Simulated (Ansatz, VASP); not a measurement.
# Two plane-wave programs on Mg3ZrN

Contents of POSCAR:

```
Mg3ZrN
1.0
    3.2346845927      0.0000000000      0.0000000000
    0.0000000000      3.2346845927      0.0000000000
    0.0000000000      0.0000000000     17.7033164729
Mg Zr N
6 2 2
Direct
    0.5000000000      0.0000000000      0.8076751203
    0.0000000000      0.5000000000      0.1923248797
    0.5000000000      0.0000000000      0.5626839559
    0.0000000000      0.5000000000      0.4373160441
    0.0000000000      0.5000000000      0.6867053026
    0.5000000000      0.0000000000      0.3132946974
    0.0000000000      0.5000000000      0.9375161624
    0.5000000000      0.0000000000      0.0624838376
    0.5000000000      0.0000000000      0.9364294104
    0.0000000000      0.5000000000      0.0635705896
```

The input INCAR.step1:

```
PREC = Accurate
ENCUT = 520
ISMEAR = 0
SIGMA = 0.1
LREAL = False
LASPH = True
NELM = 100
NBANDS = 34
GGA = PE
ALGO = Normal
EDIFF = 1E-4
LWAVE = True
LCHARG = False
```

Contents of INCAR.step2:

```
PREC = Accurate
ENCUT = 520
EDIFF = 1E-6
ISMEAR = 0
SIGMA = 0.1
LREAL = False
LASPH = True
NELM = 100
ALGO = Normal
ISIF = 2
LWAVE = False
LCHARG = False
METAGGA = R2SCAN
LMIXTAU = True
NBANDS = 34
ISTART = 1
```

KPOINTS

```
regular mesh
0
Gamma
  10 10 2
```

Input for Ansatz:

```yaml
crystal:
  lattice:
    - [3.2346845927, 0.0, 0.0]
    - [0.0, 3.2346845927, 0.0]
    - [0.0, 0.0, 17.7033164729]
  atoms:
    - { symbol: Mg, position: [0.5, 0.0, 0.8076751203] }
    - { symbol: Mg, position: [0.0, 0.5, 0.1923248797] }
    - { symbol: Mg, position: [0.5, 0.0, 0.5626839559] }
    - { symbol: Mg, position: [0.0, 0.5, 0.4373160441] }
    - { symbol: Mg, position: [0.0, 0.5, 0.6867053026] }
    - { symbol: Mg, position: [0.5, 0.0, 0.3132946974] }
    - { symbol: Zr, position: [0.0, 0.5, 0.9375161624] }
    - { symbol: Zr, position: [0.5, 0.0, 0.0624838376] }
    - { symbol: "N", position: [0.5, 0.0, 0.9364294104] }
    - { symbol: "N", position: [0.0, 0.5, 0.0635705896] }
basis:
  ecutwfc: 500
kpoints:
  mp_grid: { grid: [10, 10, 2] }
  band_path:
    path:
      - [[0.0, 0.0, 0.0], [0.0, 0.5, 0.0], [0.5, 0.5, 0.0], [0.0, 0.0, 0.0], [0.0, 0.0, 0.5], [0.0, 0.5, 0.5], [0.5, 0.5, 0.5], [0.0, 0.0, 0.5]]
      - [[0.0, 0.5, 0.0], [0.0, 0.5, 0.5]]
      - [[0.5, 0.5, 0.0], [0.5, 0.5, 0.5]]
    npoints: 14
hamiltonian:
  xc: r2scan
scf:
  occupations: { method: gaussian, width: 0.1 }
  n_extra_bands: 25
output:
  forces: true
  stress: true
  eigenvalues: true
  populations: true
  dos: { projected: true, de: 0.02, nscf_kmesh: { grid: [12, 12, 3] } }
  bader: true
  write_density: true
  write_potential: true
  elf: true
  volumetric_format: npy
```

Alike in both runs: task single point; functional r2SCAN; k mesh 10 × 10 × 2; occupations gaussian, width 0.1 eV; no spin polarisation.

|  | VASP | Ansatz |
| --- | --- | --- |
| version | VASP 6.6.1 | Ansatz 0.2.0 |
| potentials or method | VASP PAW PBE potentials, release 64 (Mg, Zr_sv, N), cutoff 520 eV | scalar-relativistic, plane waves, PAW |
| valence electrons in the cell | 46 | 94 |

```tsv
	VASP	Ansatz	Ansatz less VASP
gap on the k mesh at the Fermi level (eV)	none	none	-
pressure (GPa)	-1.0	-0.9	+0.17
traceless stress, the component that is largest in VASP (GPa)	-0.31	-0.23	+0.076
rms of the force components (eV/Å)	0.049	0.045	-0.0037
```

VASP's potentials were made for PBE, not for r2SCAN. Atom by atom the forces differ by 0.010 eV/Å (rms over components). A gap of «none» marks a metal or a gap that the smearing closes. With one functional, cell and mesh, what is left measures potentials, basis and numerics. VASP's potentials hold 46 valence electrons a cell and Ansatz's 94, so a difference there can come from the potentials and not from the codes.
